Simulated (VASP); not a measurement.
# Ti (P6_3/mmc) in VASP: further runs, part 2 of 2

VASP 6.6.1.

## 4. Relaxation of cell and atoms, revPBE+D4

This run uses another cell than the first one, of 17.64 Å³/atom, 1.064 times its volume.

INCAR reads:

```
SYSTEM = Ti
ALGO     = Normal         ! electronic algorithm
EDIFF    = 1E-6           ! SCF threshold, eV
EDIFFG   = -0.01          ! ionic threshold
ENCUT    = 600            ! plane-wave cutoff, eV
GGA      = RE             ! functional
IBRION   = 2              ! ionic algorithm
ISIF     = 3              ! what is computed and relaxed
ISMEAR   = -1             ! smearing method
IVDW     = 13             ! dispersion correction
LASPH    = .True.         ! aspherical terms in the spheres
LCHARG   = .False.        ! write CHGCAR
LREAL    = .False.        ! projectors in reciprocal space
LWAVE    = .False.        ! write WAVECAR
NELM     = 100            ! most SCF steps
NSW      = 60             ! ionic steps
PREC     = Accurate       ! precision mode
SIGMA    = 0.05           ! smearing width, eV
```

KPOINTS reads:

```
k-points
0
Gamma
  10 10 6
  0 0 0
```

POSCAR reads:

```
Ti
1.0
    2.9500000000      0.0000000000      0.0000000000
   -1.4750000000      2.5547749412      0.0000000000
    0.0000000000      0.0000000000      4.6800000000
Ti
2
Direct
    0.6666666667      0.3333333333      0.7500000000
    0.3333333333      0.6666666667      0.2500000000
```

Potentials or basis: VASP PAW PBE potentials, release 64 (Ti_sv).

Launch:

```console
cat potpaw_PBE.64/Ti_sv/POTCAR > POTCAR
mpirun -np 1 vasp_std > vasp.out
```

OUTCAR:

```text
SYSTEM = Ti
   EDIFF = 1E-6
   EDIFFG = -0.01
   ENCUT = 600
   GGA = RE
   IBRION = 2
   ISIF = 3
   ISMEAR = -1
   IVDW = 13
   LASPH = .True.
   LREAL = .False.
   NELM = 100
   NSW = 60
   PREC = Accurate

 ion  position               nearest neighbor table
   1  0.667  0.333  0.750-   2 2.89   2 2.89   2 2.89   2 2.89   2 2.89   2 2.89
   2  0.333  0.667  0.250-   1 2.89   1 2.89   1 2.89   1 2.89   1 2.89   1 2.89

  LATTYP: Found a hexagonal cell.
 ALAT       =     2.9500000000
 C/A-ratio  =     1.5864406780

  Lattice vectors:

 A1 = (   2.9500000000,   0.0000000000,   0.0000000000)
 A2 = (  -1.4750000000,   2.5547749412,   0.0000000000)
 A3 = (   0.0000000000,   0.0000000000,   4.6800000000)

Analysis of symmetry for initial positions (statically):
=====================================================================
 Subroutine PRICEL returns:
 Original cell was already a primitive cell.

 Routine SETGRP: Setting up the symmetry group for a
 hexagonal supercell.
[... 289 lines left out ...]

 number of electron      23.9999993 magnetization

 Free energy of the ion-electron system (eV)
  ---------------------------------------------------
  ext. energy  EPLUGINS =         0.00000000
  ---------------------------------------------------
  free energy    TOTEN  =       -15.03734924 eV

  energy without entropy =      -15.01814700  energy(sigma->0) =      -15.02774812

 E-fermi :   8.4751     XC(G=0): -11.4464

 val. band max:        8.4581544201   @ k =   0.1000   0.1000   0.1667
 cond. band min:       8.4804742453   @ k =   0.0000   0.0000   0.3333
 fundamental gap:      0.0223198251
 Fermi energy:         8.4751179832

 k-point     1 :       0.0000    0.0000    0.0000
  band No.  band energies     occupation
      1     -48.4717      2.00000
      2     -48.3327      2.00000
      3     -25.0148      2.00000
      4     -24.3632      2.00000
      5     -24.3632      2.00000
      6     -24.2968      2.00000
[... 433 lines left out ...]
      3     -24.8611      2.00000
      4     -24.7457      2.00000
      5     -24.6385      2.00000
      6     -24.5125      2.00000
[... 8 lines left out ...]
     15       9.6592      0.00000
     16      11.5596      0.00000

 [... further k-points ...]

------------------------ aborting loop because EDIFF is reached ----------------------------------------

  DFT-D4 for vdW energy calculation

  Edisp (eV):   -0.61852
[... 25 lines left out ...]
  FREE ENERGIE OF THE ION-ELECTRON SYSTEM (eV)
  ---------------------------------------------------
  free  energy   TOTEN  =       -15.6558702930 eV

  energy  without entropy=      -15.6366680450  energy(sigma->0) =      -15.64626917

 reached required accuracy - stopping structural energy minimisation
```

Run time: 1.7 min. Hardware: 1 thread of AMD EPYC 7R13 (Zen 3), shared host; peak memory 0.15 GiB.

Results:

```yaml
Free_energy: -15.6559 eV
Relaxed_volume: 17.27 Å³/atom
Relaxed_cell: a = 2.931 Å, b = 2.931 Å, c = 4.640 Å, α = 90.00°, β = 90.00°, γ = 120.00°
Space_group_after_relaxing_to_0.05_Å: P6_3/mmc (No. 194)
Energy_gained_by_relaxing: 2.7 meV/atom
Ionic_steps: 4
Pressure_after_relaxing: 0.0 GPa
Band_gap_on_the_k_mesh: zero (band 12 reaches 9.27 eV, above the bottom of band 13 at 8.25 eV)
Dispersion_energy_per_atom: -0.309 eV
```

Stress tensor (GPa, compression positive):
```
 0.06  0.00  0.00
 0.00  0.06  0.00
 0.00  0.00 -0.07
```

Step by step:
| step | energy change (eV) | largest force (eV/Å) | pressure (GPa) | volume (Å³) |
| --- | --- | --- | --- | --- |
| 1 | 0.0000 | 0.0000 | -2.23 | 35.27 |
| 2 | -0.0028 | 0.0000 | 1.65 | 34.03 |
| 3 | -0.0053 | 0.0000 | 0.01 | 34.53 |
| 4 | -0.0053 | 0.0000 | 0.02 | 34.53 |

Final structure:
```
Ti
1.0
     2.93142    0.00000    0.00000
    -1.46571    2.53869    0.00000
     0.00000    0.00000    4.64006
Ti
2
Direct
  0.66667 0.33333 0.75000
  0.33333 0.66667 0.25000
```

Levels at points of the mesh, in eV from the Fermi level:
```tsv
k point	band 8	band 9	band 10	band 11	band 12	band 13	band 14	band 15	band 16
(0.00, 0.00, 0.00)	-32.74	-6.23	-2.70	0.78	0.79	0.79	0.91	1.30	1.30
(0.50, 0.00, 0.00)	-32.81	-2.35	-2.16	-1.85	-0.63	0.50	0.65	1.20	3.37
(0.00, 0.00, 0.50)	-32.79	-4.36	-4.36	0.09	0.09	0.70	0.70	0.70	0.70
(0.50, 0.00, 0.50)	-32.90	-2.55	-2.55	-0.81	-0.81	1.34	1.34	1.76	1.76
```

Caveat: the PAW data sets were made with another functional, which shifts forces and pressure a little; pairwise dispersion overbinds metals, which lowers pressure and volume.

## 5. Single point, LDA

This run uses another cell than the first one, of 17.64 Å³/atom, 1.064 times its volume.

INCAR reads:

```
PREC = Accurate
ENCUT = 520
EDIFF = 1E-6
ISMEAR = -1
SIGMA = 0.05
LREAL = False
LASPH = True
NELM = 80
ALGO = Normal
ISIF = 2
LWAVE = False
LCHARG = False
GGA = CA
NBANDS = 19
```

KPOINTS reads:

```
regular mesh
0
Gamma
  6 6 3
```

POSCAR is that of step 4.

Potentials or basis: VASP PAW LDA potentials, release 64 (Ti_sv).

Launch:

```console
cat potpaw_LDA.64/Ti_sv/POTCAR > POTCAR
mpirun -np 1 vasp_std > vasp.out
```

OUTCAR:

```text
PREC = Accurate
   ENCUT = 520
   EDIFF = 1E-6
   ISMEAR = -1
   LREAL = False
   LASPH = True
   NELM = 80
   ISIF = 2
   GGA = CA

 ion  position               nearest neighbor table
   1  0.667  0.333  0.750-   2 2.89   2 2.89   2 2.89   2 2.89   2 2.89   2 2.89
   2  0.333  0.667  0.250-   1 2.89   1 2.89   1 2.89   1 2.89   1 2.89   1 2.89

  LATTYP: Found a hexagonal cell.
 ALAT       =     2.9500000000
 C/A-ratio  =     1.5864406780

  Lattice vectors:

[... 482 lines left out ...]
     19      14.4586      0.00000

------------------------ aborting loop because EDIFF is reached ----------------------------------------

  FORCE on cell =-STRESS in cart. coord.  units (eV):
  Direction    XX          YY          ZZ          XY          YZ          ZX
  --------------------------------------------------------------------------------------
  -------------------------------------------------------------------------------------
  Total       -2.0239326     -2.0239326     -2.1052743     -0.0000000      0.0000000     -0.0000000
  in kB      -91.9361055    -91.9361055    -95.6310111     -0.0000000      0.0000000     -0.0000000
  external PRESSURE =     -93.1677407 kB  Pullay stress =       0.0000000 kB

 VOLUME and BASIS-vectors are now :
 -----------------------------------------------------------------------------
  energy-cutoff  :      520.00
  volume of cell :       35.27
      direct lattice vectors                 reciprocal lattice vectors
     2.950000000  0.000000000  0.000000000     0.338983051  0.195711956  0.000000000
    -1.475000000  2.554774941  0.000000000     0.000000000  0.391423911  0.000000000
     0.000000000  0.000000000  4.680000000     0.000000000  0.000000000  0.213675214

 POSITION                                       TOTAL-FORCE (eV/Angst)
 -----------------------------------------------------------------------------------
      1.47500      0.85159      3.51000         0.000000     -0.000000      0.000000
     -0.00000      1.70318      1.17000        -0.000000      0.000000      0.000000
 -----------------------------------------------------------------------------------
    total drift:                               -0.000000      0.000000     -0.000000

  FREE ENERGIE OF THE ION-ELECTRON SYSTEM (eV)
  ---------------------------------------------------
  free  energy   TOTEN  =       -16.9803905633 eV

  energy  without entropy=      -16.9497668065  energy(sigma->0) =      -16.96507868
```

Wall time 4 s (1 thread of Intel Xeon 6975P-C, shared host); peak memory 0.14 GiB.

What came out:

| Property | Result |
| --- | --- |
| Free energy | -16.9804 eV |
| Pressure | -9.3 GPa |
| Band gap on the k mesh | zero (band 12 reaches 8.66 eV, above the bottom of band 13 at 7.84 eV) |

Caveat: the k points lie up to 0.45 Å⁻¹ apart.

## 6. Single point, PBE

This run uses another cell than the first one, of 17.64 Å³/atom, 1.064 times its volume.

INCAR reads:

```
PREC = Accurate
ENCUT = 520
EDIFF = 1E-6
ISMEAR = -1
SIGMA = 0.05
LREAL = F
LASPH = T
NELM = 60
ALGO = Fast
ISIF = 2
LWAVE = F
LCHARG = F
GGA = PE
NBANDS = 19
```

KPOINTS reads:

```
Automatic mesh
0
Gamma
  6 6 3
```

POSCAR is that of step 5.

Potentials or basis: VASP PAW PBE potentials, release 64 (Ti_sv).

Launch:

```console
cat potpaw_PBE.64/Ti_sv/POTCAR > POTCAR
mpirun -np 1 vasp_std > vasp.out
```

OUTCAR:

```text
PREC = Accurate
   ENCUT = 520
   EDIFF = 1E-6
   ISMEAR = -1
   LREAL = F
   LASPH = T
   NELM = 60
   ISIF = 2
   GGA = PE

 ion  position               nearest neighbor table
   1  0.667  0.333  0.750-   2 2.89   2 2.89   2 2.89   2 2.89   2 2.89   2 2.89
   2  0.333  0.667  0.250-   1 2.89   1 2.89   1 2.89   1 2.89   1 2.89   1 2.89

  LATTYP: Found a hexagonal cell.
 ALAT       =     2.9500000000
 C/A-ratio  =     1.5864406780

  Lattice vectors:

 A1 = (   2.9500000000,   0.0000000000,   0.0000000000)
 A2 = (  -1.4750000000,   2.5547749412,   0.0000000000)
 A3 = (   0.0000000000,   0.0000000000,   4.6800000000)

Analysis of symmetry for initial positions (statically):
=====================================================================
 Subroutine PRICEL returns:
 Original cell was already a primitive cell.

 Routine SETGRP: Setting up the symmetry group for a
 hexagonal supercell.

 Subroutine GETGRP returns: Found 24 space group operations
 (whereof 12 operations were pure point group operations)
 out of a pool of 24 trial point group operations.

The static configuration has the point symmetry D_3d.
 The point group associated with its full space group is D_6h.

Analysis of symmetry for dynamics (positions and initial velocities):
=====================================================================
 Subroutine PRICEL returns:
 Original cell was already a primitive cell.

 Routine SETGRP: Setting up the symmetry group for a
 hexagonal supercell.

 Subroutine GETGRP returns: Found 24 space group operations
 (whereof 12 operations were pure point group operations)
 out of a pool of 24 trial point group operations.

The dynamic configuration has the point symmetry D_3d.
 The point group associated with its full space group is D_6h.

 Subroutine INISYM returns: Found 24 space group operations
 (whereof 12 operations are pure point group operations),
[... 100 lines left out ...]
   ISMEAR =    -1;   SIGMA  =   0.05  broadening in eV -4-tet -1-fermi 0-gaus
   EFERMI_NEDOS =   21; number of points for ismear=-14 and -15
   IALGO  =     68    algorithm
   IMIX   =      4    mixing-type and parameters
     AMIX     =   0.40;   BMIX     =  1.00
     AMIX_MAG =   1.60;   BMIX_MAG =  1.00
  volume/ion in A,a.u.               =      17.64       119.01
  Fermi-wavevector in a.u.,A,eV,Ry     =   1.439920  2.721055 28.209912  2.073370
  Thomas-Fermi vector in A             =   2.558722
   LORBIT       =      0    0 simple, 1 ext, 2 COOP (PROOUT), +10 PAW based schemes
   GGA     = PE    functional components
   LHFCALC =     F    Hartree Fock is set to
   AEXX    =    0.0000 exact exchange contribution
   IVDW    =     0    specifies the selected vdW correction
   LEPSILON=     F    determine dielectric tensor
   LRPA    =     F    only Hartree local field effects (RPA)
 non-spin polarized calculation
 RMM-DIIS sequential band-by-band and
  energy-cutoff  :      520.00
  volume of cell :       35.27
 maximum number of plane-waves:       965
 NGX is ok and might be reduce to    24
   NGX = 11   NGY = 11   NGZ = 17

 number of electron      24.0000002 magnetization

 Free energy of the ion-electron system (eV)
  ---------------------------------------------------
  ext. energy  EPLUGINS =         0.00000000
  ---------------------------------------------------
  free energy    TOTEN  =       -15.65386366 eV

  energy without entropy =      -15.62517670  energy(sigma->0) =      -15.63952018

 E-fermi :   8.2107     XC(G=0): -11.4278

 val. band max:        8.1631729323   @ k =   0.1667   0.0000   0.0000
 cond. band min:       8.2482516176   @ k =   0.3333   0.1667   0.3333
 fundamental gap:      0.0850786853
 Fermi energy:         8.2106787292

 k-point     1 :       0.0000    0.0000    0.0000
  band No.  band energies     occupation
      1     -48.7240      2.00000
      2     -48.5964      2.00000
      3     -25.2934      2.00000
      4     -24.6790      2.00000
      5     -24.6790      2.00000
      6     -24.6228      2.00000
[... 285 lines left out ...]
      6     -24.8827      2.00000
[... 11 lines left out ...]
     18      11.2438      0.00000
     19      14.6780      0.00000

------------------------ aborting loop because EDIFF is reached ----------------------------------------

  FORCE on cell =-STRESS in cart. coord.  units (eV):
  Direction    XX          YY          ZZ          XY          YZ          ZX
  --------------------------------------------------------------------------------------
  -------------------------------------------------------------------------------------
  Total       -0.2733747     -0.2733747     -0.2998871      0.0000000      0.0000000      0.0000000
  in kB      -12.4179085    -12.4179085    -13.6222195      0.0000000      0.0000000      0.0000000
  external PRESSURE =     -12.8193455 kB  Pullay stress =       0.0000000 kB

 VOLUME and BASIS-vectors are now :
 -----------------------------------------------------------------------------
  energy-cutoff  :      520.00
  volume of cell :       35.27
      direct lattice vectors                 reciprocal lattice vectors
     2.950000000  0.000000000  0.000000000     0.338983051  0.195711956  0.000000000
    -1.475000000  2.554774941  0.000000000     0.000000000  0.391423911  0.000000000
     0.000000000  0.000000000  4.680000000     0.000000000  0.000000000  0.213675214

 POSITION                                       TOTAL-FORCE (eV/Angst)
 -----------------------------------------------------------------------------------
      1.47500      0.85159      3.51000        -0.000000     -0.000000      0.000000
     -0.00000      1.70318      1.17000         0.000000      0.000000      0.000000
 -----------------------------------------------------------------------------------
    total drift:                               -0.000000      0.000000     -0.000000

  FREE ENERGIE OF THE ION-ELECTRON SYSTEM (eV)
  ---------------------------------------------------
  free  energy   TOTEN  =       -15.6538636568 eV

  energy  without entropy=      -15.6251766978  energy(sigma->0) =      -15.63952018
```

Run time: 14 s. Hardware: 1 thread of Intel Xeon 6975P-C, shared host; peak memory 0.15 GiB.

Results:

```yaml
Free_energy: -15.6539 eV
Pressure: -1.3 GPa
Band_gap_on_the_k_mesh: zero (band 12 reaches 8.93 eV, above the bottom of band 13 at 8.07 eV)
```

Stress tensor (GPa, compression positive):
```
-1.24  0.00  0.00
 0.00 -1.24  0.00
 0.00  0.00 -1.36
```

Levels at points of the mesh, in eV from the Fermi level:
```tsv
k point	band 9	band 10	band 11	band 12	band 13	band 14	band 15	band 16
(0.00, 0.00, 0.00)	-6.21	-2.69	0.68	0.72	0.72	0.82	1.21	1.21
(0.50, 0.00, 0.00)	-2.36	-2.15	-1.85	-0.67	0.44	0.57	1.11	3.23
```

Caveat: the k points lie up to 0.45 Å⁻¹ apart.

## 7. The runs side by side

```tsv
task	level	potentials or basis	cell	k mesh	cutoff (eV)	gap on the mesh (eV)	pressure (GPa)
single point	PBEsol	VASP PAW PBE potentials, release 64 (Ti_sv)	a = 2.890, b = 2.890, c = 4.584 Å, angles 90.0, 90.0, 120.0°, 2 atoms	10 × 10 × 6	520	none	0.8
single point	PBEsol	VASP PAW PBE potentials, release 64 (Ti_sv)	a = 3.008, b = 3.008, c = 4.772 Å, angles 90.0, 90.0, 120.0°, 2 atoms	10 × 10 × 6	520	none	-11.0
relaxation of cell and atoms	revPBE+D4	VASP PAW PBE potentials, release 64 (Ti_sv)	relaxed from a = 2.950, b = 2.950, c = 4.680 Å, angles 90.0, 90.0, 120.0°, 2 atoms	10 × 10 × 6	600	none	0.0
single point	LDA	VASP PAW LDA potentials, release 64 (Ti_sv)	a = 2.950, b = 2.950, c = 4.680 Å, angles 90.0, 90.0, 120.0°, 2 atoms	6 × 6 × 3	520	none	-9.3
single point	PBE	VASP PAW PBE potentials, release 64 (Ti_sv)	a = 2.950, b = 2.950, c = 4.680 Å, angles 90.0, 90.0, 120.0°, 2 atoms	6 × 6 × 3	520	none	-1.3
```

Alike in all rows: no spin polarisation; smearing fermi-dirac 0.05 eV.

Caveats: some runs use coarse meshes; the PAW data sets were made with another functional, which shifts forces and pressure a little (some runs); pairwise dispersion overbinds metals, which lowers pressure and volume (some runs).

Total energies depend on the potentials used, so only differences within one code and one set of settings carry meaning.
